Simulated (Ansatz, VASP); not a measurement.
# Cu in VASP and in Ansatz

```
Cu
1.0
    -1.42752    1.42752    1.34115
     1.42752   -1.42752    1.34115
     1.42752    1.42752   -1.34115
Cu
1
Direct
  0.00000 0.00000 0.00000
```

Alike in both runs: functional LDA; k mesh 20 × 20 × 20; occupations gaussian, width 0.1 eV; no spin polarisation.

Ansatz relaxed the structure, and its values are those at the end. VASP's run is a single point on that final structure, the one shown.

|  | VASP | Ansatz |
| --- | --- | --- |
| version | VASP 6.6.1 | Ansatz 0.2.0 |
| potentials or method | VASP PAW LDA potentials, release 64 (Cu_sv_GW), cutoff 700 eV | scalar-relativistic, plane waves, PAW |
| valence electrons in the cell | 19 | 19 |

```csv
,VASP,Ansatz,Ansatz less VASP
gap on the k mesh at the Fermi level (eV),none,none,-
pressure (GPa),-4.4,0.0,+4.44
```

LDA's correlation is that of Perdew and Zunger in VASP and of Perdew and Wang (1992) in Ansatz. A gap of «none» marks a metal or a gap that the smearing closes. One of these differences is far larger than is usual between the two programs; its cause wasn't traced.
